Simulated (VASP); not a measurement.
# KCl (Fm-3m) in VASP: vibrations by perturbation theory with PBEsol

Aim: the vibrations by perturbation theory of KCl with PBEsol.

All numbers are computed with VASP 6.6.1; they aren't measurements. Logs are shortened: lines on timing, memory, paths and dates and some standing lists are left out, and cuts for length are marked.

## 1. The cell of the first run

It takes space group Fm-3m (No. 225, cubic). Conventional cell: a = 6.243 Å, b = 6.243 Å, c = 6.243 Å, α = 90.00°, β = 90.00°, γ = 90.00°. Within 4.1 Å of K (site symmetry m-3m) lie 6 Cl at 3.12 Å. Cl (site symmetry m-3m) has 6 K at 3.12 Å within 4.1 Å.

## 2. Vibrations by perturbation theory, PBEsol

INCAR reads:

```
ALGO = Normal
EDIFF = 1E-8
ENCUT = 520
GGA = PS
IBRION = 8
ISIF = 2
ISMEAR = 0
LASPH = T
LCHARG = T
LEPSILON = T
LREAL = F
LWAVE = F
NELM = 80
NSW = 1
PREC = Accurate
SIGMA = 0.01
```

KPOINTS reads:

```
k-points
0
Gamma
  6 6 6
```

POSCAR reads:

```
KCl
1.0
    0.0000000000      3.1216049491      3.1216049491
    3.1216049491      0.0000000000      3.1216049491
    3.1216049491      3.1216049491      0.0000000000
K Cl
1 1
Direct
    0.0000000000      0.0000000000      0.0000000000
    0.5000000000      0.5000000000      0.5000000000
```

Potentials or basis: VASP PAW PBE potentials, release 64 (K_sv, Cl).

The run is started by

```bash
> cat potpaw_PBE.64/K_sv/POTCAR potpaw_PBE.64/Cl/POTCAR > POTCAR
> mpirun -np 1 vasp_std > vasp.out
```

OUTCAR:

```text
EDIFF = 1E-8
   ENCUT = 520
   GGA = PS
   IBRION = 8
   ISIF = 2
   ISMEAR = 0
   LASPH = T
   LEPSILON = T
   LREAL = F
   NELM = 80
   NSW = 1
   PREC = Accurate

 ion  position               nearest neighbor table
   1  0.000  0.000  0.000-   2 3.12   2 3.12   2 3.12   2 3.12   2 3.12   2 3.12
   2  0.500  0.500  0.500-   1 3.12   1 3.12   1 3.12   1 3.12   1 3.12   1 3.12

  LATTYP: Found a face centered cubic cell.
 ALAT       =     6.2432098982

  Lattice vectors:

 A1 = (   0.0000000000,   3.1216049491,   3.1216049491)
 A2 = (   3.1216049491,   0.0000000000,   3.1216049491)
 A3 = (   3.1216049491,   3.1216049491,   0.0000000000)

Analysis of symmetry for initial positions (statically):
=====================================================================
 Subroutine PRICEL returns:
 Original cell was already a primitive cell.

 Routine SETGRP: Setting up the symmetry group for a
 face centered cubic supercell.

 Subroutine GETGRP returns: Found 48 space group operations
 (whereof 48 operations were pure point group operations)
 out of a pool of 48 trial point group operations.

The static configuration has the point symmetry O_h .

Analysis of symmetry for dynamics (positions and initial velocities):
=====================================================================
 Subroutine PRICEL returns:
 Original cell was already a primitive cell.

 Routine SETGRP: Setting up the symmetry group for a
 face centered cubic supercell.

 Subroutine GETGRP returns: Found 48 space group operations
 (whereof 48 operations were pure point group operations)
 out of a pool of 48 trial point group operations.

The dynamic configuration has the point symmetry O_h .

 Subroutine INISYM returns: Found 48 space group operations
 (whereof 48 operations are pure point group operations),
 and found     1 'primitive' translations

[... 463 lines left out ...]

 MACROSCOPIC STATIC DIELECTRIC TENSOR (including local field effects in DFT)
 ------------------------------------------------------
           2.387416     0.000000    -0.000000
           0.000000     2.387416    -0.000000
           0.000000     0.000000     2.387416
 ------------------------------------------------------

 PIEZOELECTRIC TENSOR (including local field effects)  for field in x, y, z        (e  Angst)
          XX          YY          ZZ          XY          YZ          ZX
  --------------------------------------------------------------------------------
  x     0.00000     0.00000     0.00000     0.00000     0.00000     0.00000
  y     0.00000     0.00000     0.00000     0.00000     0.00000     0.00000
  z     0.00000     0.00000     0.00000     0.00000     0.00000     0.00000

 PIEZOELECTRIC TENSOR (including local field effects)  for field in x, y, z        (C/m^2)
          XX          YY          ZZ          XY          YZ          ZX
  --------------------------------------------------------------------------------
  x     0.00000     0.00000     0.00000     0.00000     0.00000     0.00000
  y     0.00000     0.00000     0.00000     0.00000     0.00000     0.00000
  z     0.00000     0.00000     0.00000     0.00000     0.00000     0.00000

 BORN EFFECTIVE CHARGES (including local field effects) (in |e|, cummulative output)
 ---------------------------------------------------------------------------------
 ion    1
    1     1.12416     0.00000     0.00000
    2    -0.00000     1.12416     0.00000
    3     0.00000    -0.00000     1.12416
 ion    2
    1    -1.12416    -0.00000    -0.00000
    2     0.00000    -1.12416    -0.00000
    3    -0.00000     0.00000    -1.12416

 INTERNAL STRAIN TENSOR FOR ION    2 for displacements in x,y,z  (eV/Angst):
          X           Y           Z          XY          YZ          ZX
  --------------------------------------------------------------------------------
  x     0.00000     0.00000     0.00000     0.00000     0.00000     0.00000
  y     0.00000     0.00000     0.00000     0.00000     0.00000     0.00000
  z     0.00000     0.00000     0.00000     0.00000     0.00000     0.00000

 SECOND DERIVATIVES (NOT SYMMETRIZED)
 ------------------------------------
               1X          1Y          1Z          2X          2Y          2Z
  1X    -1.339550    0.000000    0.000000    1.339550    0.000000    0.000000
  1Y     0.000000   -1.339550    0.000000    0.000000    1.339550    0.000000
  1Z     0.000000    0.000000   -1.339550    0.000000    0.000000    1.339550
  2X     1.346136    0.000000    0.000000   -1.346136    0.000000    0.000000
  2Y     0.000000    1.346136    0.000000    0.000000   -1.346136    0.000000
  2Z     0.000000    0.000000    1.346136    0.000000    0.000000   -1.346136

 Eigenvectors and eigenvalues of the dynamical matrix
 ----------------------------------------------------

   1 f  =    4.201581 THz    26.399311 2PiTHz  140.149650 cm-1    17.376334 meV
             X         Y         Z           dx          dy          dz
      0.000000  0.000000  0.000000    -0.116556   -0.546428    0.402693
      3.121605  3.121605  3.121605     0.122702    0.575240   -0.423925
[... 21 lines left out ...]
   6 f/i=    0.005145 THz     0.032325 2PiTHz    0.171606 cm-1     0.021276 meV
             X         Y         Z           dx          dy          dz
      0.000000  0.000000  0.000000    -0.480975    0.343992   -0.419526
      3.121605  3.121605  3.121605    -0.456885    0.326763   -0.398513

--------------------------------------------------------------------------------------------------------

 MACROSCOPIC STATIC DIELECTRIC TENSOR IONIC CONTRIBUTION
 ------------------------------------------------------
           2.799162     0.000000     0.000000
           0.000000     2.799162    -0.000000
           0.000000    -0.000000     2.799162
 ------------------------------------------------------

 ELASTIC MODULI CONTR FROM IONIC RELAXATION (kBar)
 Direction    XX          YY          ZZ          XY          YZ          ZX
 --------------------------------------------------------------------------------
 XX           0.0000      0.0000      0.0000      0.0000      0.0000      0.0000
 YY           0.0000      0.0000      0.0000      0.0000      0.0000      0.0000
 ZZ           0.0000      0.0000      0.0000      0.0000      0.0000      0.0000
 XY           0.0000      0.0000      0.0000      0.0000      0.0000      0.0000
 YZ           0.0000      0.0000      0.0000      0.0000      0.0000      0.0000
 ZX           0.0000      0.0000      0.0000      0.0000      0.0000      0.0000
 --------------------------------------------------------------------------------

 PIEZOELECTRIC TENSOR IONIC CONTR  for field in x, y, z        (C/m^2)
          XX          YY          ZZ          XY          YZ          ZX
  --------------------------------------------------------------------------------
  x     0.00000     0.00000     0.00000     0.00000     0.00000     0.00000
  y     0.00000     0.00000     0.00000     0.00000     0.00000     0.00000
  z     0.00000     0.00000     0.00000     0.00000     0.00000     0.00000
```

stdout:

```text
POSCAR found type information on POSCAR K Cl
 POSCAR found :  2 types and       2 ions
 scaLAPACK will be used
 -----------------------------------------------------------------------------
|                                                                             |
|                                                                             |
|     You enforced a specific xc type in the INCAR file but a different       |
[... 39 lines left out ...]
 force on displaced ion       1 direction 1 :  -1.340   0.000   0.000
 Born effective charge ion    1 direction 1 :   1.124   0.000   0.000
 Linear response progress:
 first order change of Fermi-energy   0.35878E-01
 force on displaced ion       2 direction 1 :  -1.346   0.000   0.000
 Born effective charge ion    2 direction 1 :  -1.124   0.000   0.000
 Born effective charges drift removed
 Linear response finished
```

Wall time 6.5 min (1 thread of Intel Xeon Platinum 8488C (Sapphire Rapids), shared host); peak memory 0.27 GiB.

Results:

```
Electronic dielectric tensor (diagonal)                 : 2.39
Born charges (mean of the diagonal)                     : K +1.12; Cl -1.12 e
Highest phonon frequency at Γ, LO-TO splitting left out : 140 cm⁻¹
```

Phonon frequencies in cm⁻¹ (negative: imaginary):
| q point | frequencies |
| --- | --- |
| (0.000, 0.000, 0.000) | 0 0 0 140 140 140 |

Electronic dielectric tensor:
```
2.39 0.00 0.00
0.00 2.39 0.00
0.00 0.00 2.39
```

Born effective charge tensors (e):
atom 1, K
```
1.12 0.00 0.00
0.00 1.12 0.00
0.00 0.00 1.12
```
atom 2, Cl
```
-1.12  0.00  0.00
 0.00 -1.12  0.00
 0.00  0.00 -1.12
```
